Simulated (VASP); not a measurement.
## Ca: single point with r2SCAN

Crystal: Ca.

```
CELL_PARAMETERS angstrom
0.00000 2.78246 2.78246
2.78246 0.00000 2.78246
2.78246 2.78246 0.00000
ATOMIC_POSITIONS crystal
Ca 0.00000 0.00000 0.00000
```

```json
{"Program": "VASP 6.6.1", "Task": "single point", "Functional": "r2SCAN", "Potentials or basis": "VASP PAW PBE potentials, release 64 (Ca_sv)", "Cutoff": "520 eV", "k mesh": "6 × 6 × 6", "Occupations": "fermi-dirac, width 0.1 eV", "Spin": "no spin polarisation", "Dipole correction": "no", "Further INCAR settings": "ALGO = Normal; EDIFF = 1e-06; NBANDS = 11"}
```

```json
{
 "Pressure": "0.0 GPa",
 "Band gap on the k mesh": "zero (band 5 reaches 1.98 eV, above the bottom of band 6 at 1.62 eV)"
}
```

Levels at points of the mesh, in eV from the Fermi level:
| k point | band 3 | band 4 | band 5 | band 6 | band 7 | band 8 |
| --- | --- | --- | --- | --- | --- | --- |
| (0.00, 0.00, 0.00) | -23.90 | -23.90 | -4.30 | 2.63 | 2.63 | 2.63 |
| (0.50, 0.00, 0.00) | -23.92 | -23.92 | -0.99 | -0.35 | 2.49 | 2.49 |
| (0.50, 0.50, 0.00) | -23.95 | -23.95 | -0.44 | 0.72 | 0.85 | 4.43 |

It took 42 s on 1 thread of AMD EPYC 9R45 (Zen 5) (shared host), peak memory 0.13 GiB.

Caveat: the PAW data sets were made with another functional, which shifts forces and pressure a little.
